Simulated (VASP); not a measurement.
# KF (Carobbiite) (I4/mmm) in VASP: further runs, part 4 of 4

VASP 6.6.1. The steps go on from the part before.

**6. Single point, PBEsol (in-plane strain +0.01, then relaxed in part)**

INCAR

```
SYSTEM = KF
ALGO     = Normal         ! electronic algorithm
EDIFF    = 1E-7           ! SCF threshold, eV
ENCUT    = 520            ! plane-wave cutoff, eV
GGA      = PS             ! functional
ISIF     = 2              ! what is computed and relaxed
ISMEAR   = 0              ! smearing method
LASPH    = .True.         ! aspherical terms in the spheres
LCHARG   = .False.        ! write CHGCAR
LREAL    = .False.        ! projectors in reciprocal space
LWAVE    = .False.        ! write WAVECAR
NBANDS   = 15             ! bands
NELM     = 80             ! most SCF steps
PREC     = Accurate       ! precision mode
SIGMA    = 0.01           ! smearing width, eV
```

KPOINTS

```
k-points
0
Gamma
  8 8 8
  0 0 0
```

POSCAR

```
KF
1.0
    2.6807293148      2.6807293148      0.0000000000
   -2.6807293148      2.6807293148      0.0000000000
    0.0000000000      2.6807293148      2.6405609267
K F
1 1
Direct
    0.0000000000      0.0000000000      0.0000000000
    0.5000000000      0.5000000000      0.0000000000
```

Potentials or basis: VASP PAW PBE potentials, release 64 (K_sv, F).

Started as:

```bash
$ cat potpaw_PBE.64/K_sv/POTCAR potpaw_PBE.64/F/POTCAR > POTCAR
$ mpirun -np 1 vasp_std > vasp.out
```

OUTCAR:

```text
SYSTEM = KF
   EDIFF = 1E-7
   ENCUT = 520
   GGA = PS
   ISIF = 2
   ISMEAR = 0
   LASPH = .True.
   LREAL = .False.
   NELM = 80
   PREC = Accurate

 ion  position               nearest neighbor table
   1  0.000  0.000  0.000-   2 2.64   2 2.64   2 2.68   2 2.68   2 2.68   2 2.68
   2  0.500  0.500  0.000-   1 2.64   1 2.64   1 2.68   1 2.68   1 2.68   1 2.68

  LATTYP: Found a body centered tetragonal cell.
 ALAT       =     3.7911237540
 C/A-ratio  =     1.3930228070

  Lattice vectors:

 A1 = (   2.6807293148,   0.0000000000,  -2.6405609267)
 A2 = (  -2.6807293148,   0.0000000000,  -2.6405609267)
 A3 = (   0.0000000000,   2.6807293148,   2.6405609267)

Analysis of symmetry for initial positions (statically):
=====================================================================
 Subroutine PRICEL returns:
 Original cell was already a primitive cell.

 Routine SETGRP: Setting up the symmetry group for a
 body centered tetragonal supercell.

 Subroutine GETGRP returns: Found 16 space group operations
 (whereof 16 operations were pure point group operations)
 out of a pool of 16 trial point group operations.

The static configuration has the point symmetry D_4h.

Analysis of symmetry for dynamics (positions and initial velocities):
=====================================================================
 Subroutine PRICEL returns:
 Original cell was already a primitive cell.

 Routine SETGRP: Setting up the symmetry group for a
 body centered tetragonal supercell.

 Subroutine GETGRP returns: Found 16 space group operations
 (whereof 16 operations were pure point group operations)
 out of a pool of 16 trial point group operations.

The dynamic configuration has the point symmetry D_4h.

 Subroutine INISYM returns: Found 16 space group operations
 (whereof 16 operations are pure point group operations),
 and found     1 'primitive' translations

----------------------------------------------------------------------------------------

                                     Primitive cell

  volume of cell :      37.9518

  direct lattice vectors                    reciprocal lattice vectors
     2.680729315  2.680729315  0.000000000     0.186516407  0.186516407 -0.189353707
    -2.680729315  2.680729315  0.000000000    -0.186516407  0.186516407 -0.189353707
     0.000000000  2.680729315  2.640560927     0.000000000  0.000000000  0.378707414

  length of vectors
     3.791123754  3.791123754  3.762827616     0.324702274  0.324702274  0.378707414

  position of ions in fractional coordinates (direct lattice)
     0.000000000  0.000000000  0.000000000
     0.500000000  0.500000000  0.000000000

  ion indices of the primitive-cell ions
   primitive index   ion index
                 1           1
                 2           2

----------------------------------------------------------------------------------------

 KPOINTS: k-points

Automatic generation of k-mesh.
 Grid dimensions read from file:
 generate k-points for:    8    8    8

 Generating k-lattice:

  Cartesian coordinates                     Fractional coordinates (reciprocal lattice)
     0.023314551  0.023314551 -0.023669213     0.125000000  0.000000000  0.000000000
    -0.023314551  0.023314551 -0.023669213     0.000000000  0.125000000  0.000000000
     0.000000000  0.000000000  0.047338427     0.000000000  0.000000000  0.125000000

  Length of vectors
     0.040587784  0.040587784  0.047338427

  Shift w.r.t. Gamma in fractional coordinates (k-lattice)
     0.000000000  0.000000000  0.000000000

 Subroutine IBZKPT returns following result:
 ===========================================

 Found     59 irreducible k-points:

 Following reciprocal coordinates:
            Coordinates               Weight
  0.000000  0.000000  0.000000      1.000000
  0.125000  0.000000  0.000000      8.000000
  0.250000  0.000000  0.000000      8.000000
  0.375000  0.000000  0.000000      8.000000
  0.500000  0.000000  0.000000      4.000000
  0.125000  0.125000  0.000000      8.000000
[... 16 lines left out ...]
  0.250000  0.000000  0.125000      4.000000
  0.375000  0.000000  0.125000      8.000000
 [... further k-points ...]
   k-points           NKPTS =     59   k-points in BZ     NKDIM =     59   number of bands    NBANDS=     15
   number of dos      NEDOS =    301   number of ions     NIONS =      2
   total plane-waves  NPLWV =  21952
   dimension x,y,z NGX =    28 NGY =   28 NGZ =   28
   dimension x,y,z NGXF=    56 NGYF=   56 NGZF=   56
   ions per type =               1   1
   NGX,Y,Z   is equivalent  to a cutoff of  12.28, 12.28, 12.37 a.u.
   NGXF,Y,Z  is equivalent  to a cutoff of  24.56, 24.56, 24.74 a.u.
 SYSTEM =  KF
   PREC   = accura    normal or accurate (medium, high low for compatibility)
   ISTART =      0    job   : 0-new  1-cont  2-samecut
   ICHARG =      2    charge: 1-file 2-atom 10-const
   ISPIN  =      1    spin polarized calculation?
   LNONCOLLINEAR =      F non collinear calculations
   LSORBIT =      F    spin-orbit coupling
   LASPH  =      T    aspherical Exc in radial PAW
   ENCUT  =  520.0 eV  38.22 Ry    6.18 a.u.   7.05  7.05  7.00*2*pi/ulx,y,z
   NELM   =     80;   NELMIN=  2; NELMDL= -5     # of ELM steps
   EDIFF  = 0.1E-06   stopping-criterion for ELM
   LREAL  =      F    real-space projection
   EDIFFG = 0.1E-05   stopping-criterion for IOM
   NSW    =      0    number of steps for IOM
   IBRION =     -1    ionic relax: 0-MD 1-quasi-New 2-CG
   NFREE  =      0    steps in history (QN), initial steepest desc. (CG)
   ISIF   =      2    stress and relaxation
   ISYM   =      2    0-nonsym 1-usesym 2-fastsym
   POTIM  = 0.5000    time-step for ionic-motion
   TEBEG  =    0.0;   TEEND  =   0.0 temperature during run
   PSTRESS=    0.0 pullay stress
   NELECT =      16.0000    total number of electrons
   NUPDOWN=      -1.0000    fix difference up-down
   EMIN   =  10.00;   EMAX   =-10.00  energy-range for DOS
   EFERMI =   0.00;   METHOD = LEGACY
   ISMEAR =     0;   SIGMA  =   0.01  broadening in eV -4-tet -1-fermi 0-gaus
   EFERMI_NEDOS =   21; number of points for ismear=-14 and -15
   IALGO  =     38    algorithm
   IMIX   =      4    mixing-type and parameters
     AMIX     =   0.40;   BMIX     =  1.00
     AMIX_MAG =   1.60;   BMIX_MAG =  1.00
  volume/ion in A,a.u.               =      18.98       128.06
  Fermi-wavevector in a.u.,A,eV,Ry     =   1.227545  2.319724 20.502169  1.506867
  Thomas-Fermi vector in A             =   2.362504
   LORBIT       =      0    0 simple, 1 ext, 2 COOP (PROOUT), +10 PAW based schemes
   GGA     = PS    functional components
   LHFCALC =     F    Hartree Fock is set to
   AEXX    =    0.0000 exact exchange contribution
   IVDW    =     0    specifies the selected vdW correction
   LEPSILON=     F    determine dielectric tensor
   LRPA    =     F    only Hartree local field effects (RPA)
 non-spin polarized calculation
 Gauss-broadening in eV      SIGMA  =   0.01
  energy-cutoff  :      520.00
  volume of cell :       37.95
 maximum number of plane-waves:      1032
   NGX = 15   NGY = 15   NGZ = 13

 number of electron      16.0000005 magnetization

 Free energy of the ion-electron system (eV)
  ---------------------------------------------------
  ext. energy  EPLUGINS =         0.00000000
  ---------------------------------------------------
  free energy    TOTEN  =        -8.51905187 eV

  energy without entropy =       -8.51905187  energy(sigma->0) =       -8.51905187

 E-fermi :  -2.8070     XC(G=0):  -8.6331

 val. band max:       -2.8783969108   @ k =   0.0000   0.0000   0.0000
 cond. band min:       3.1600630125   @ k =   0.0000   0.0000   0.0000
 fundamental gap:      6.0384599233
 Fermi energy:        -2.8070408414

 k-point     1 :       0.0000    0.0000    0.0000
  band No.  band energies     occupation
      1     -28.8439      2.00000
      2     -21.4258      2.00000
      3     -12.1523      2.00000
      4     -12.1523      2.00000
      5     -12.1504      2.00000
      6      -2.9023      2.00000
      7      -2.9023      2.00000
      8      -2.8784      2.00000
      9       3.1601      0.00000
     10       7.7251      0.00000
     11       7.7251      0.00000
     12       7.8165      0.00000
     13       9.3611      0.00000
     14       9.5129      0.00000
[... 401 lines left out ...]
      2     -21.4827      2.00000
      3     -12.3411      2.00000
      4     -12.2562      2.00000
      5     -12.1689      2.00000
      6      -3.4707      2.00000
      7      -3.1807      2.00000
      8      -3.0099      2.00000
      9       5.3150      0.00000
     10       6.9256      0.00000
     11       8.7364      0.00000
     12       8.8853      0.00000
     13      10.1510      0.00000
     14      10.5976      0.00000
     15      15.1555      0.00000

 [... further k-points ...]
[... 5 lines left out ...]
  --------------------------------------------------------------------------------------
  -------------------------------------------------------------------------------------
  Total       -0.1689763     -0.1689763      0.0237563      0.0000000      0.0000000     -0.0000000
  in kB       -7.1335262     -7.1335262      1.0028989      0.0000000      0.0000000     -0.0000000
  external PRESSURE =      -4.4213845 kB  Pullay stress =       0.0000000 kB

 VOLUME and BASIS-vectors are now :
 -----------------------------------------------------------------------------
  energy-cutoff  :      520.00
  volume of cell :       37.95
      direct lattice vectors                 reciprocal lattice vectors
     2.680729315  2.680729315  0.000000000     0.186516407  0.186516407 -0.189353707
    -2.680729315  2.680729315  0.000000000    -0.186516407  0.186516407 -0.189353707
     0.000000000  2.680729315  2.640560927     0.000000000  0.000000000  0.378707414

 POSITION                                       TOTAL-FORCE (eV/Angst)
 -----------------------------------------------------------------------------------
      0.00000      0.00000      0.00000        -0.000000      0.000000      0.000000
      0.00000      2.68073      0.00000         0.000000     -0.000000      0.000000
 -----------------------------------------------------------------------------------
    total drift:                               -0.000000      0.000000      0.000000

  FREE ENERGIE OF THE ION-ELECTRON SYSTEM (eV)
  ---------------------------------------------------
  free  energy   TOTEN  =        -8.5190518700 eV

  energy  without entropy=       -8.5190518700  energy(sigma->0) =       -8.51905187
```

Wall time 43 s (1 thread of Intel Xeon 8259CL, shared host); peak memory 0.18 GiB.

What came out:

| Item | Value |
| --- | --- |
| Free energy | -8.5191 eV |
| Pressure | -0.4 GPa |
| Band gap on the k mesh | 6.04 eV, direct |

Caveat: the cell differs from its parent crystal (in-plane strain +0.01, then relaxed in part); the PAW data sets were made with another functional, which shifts forces and pressure a little.

**7. Summary**

| cell | gap on the mesh (eV) | pressure (GPa) |
| --- | --- | --- |
| a = 3.735, b = 3.735, c = 3.748 Å, angles 60.1, 60.1, 90.0°, 2 atoms | 6.17 | 0.3 |
| a = 3.735, b = 3.735, c = 3.750 Å, angles 60.1, 60.1, 90.0°, 2 atoms | 6.16 | 0.3 |
| a = 3.772, b = 3.772, c = 3.757 Å, angles 59.9, 59.9, 90.0°, 2 atoms | 6.09 | -0.2 |
| a = 3.791, b = 3.791, c = 3.763 Å, angles 59.8, 59.8, 90.0°, 2 atoms | 6.04 | -0.4 |

Alike in all rows: task single point; level PBEsol; potentials or basis VASP PAW PBE potentials, release 64 (K_sv, F); no spin polarisation; k mesh 8 × 8 × 8; cutoff (eV) 520; smearing gaussian 0.01 eV.

Caveats: the PAW data sets were made with another functional, which shifts forces and pressure a little.

Absolute energies hang on the potentials; compare differences alone.
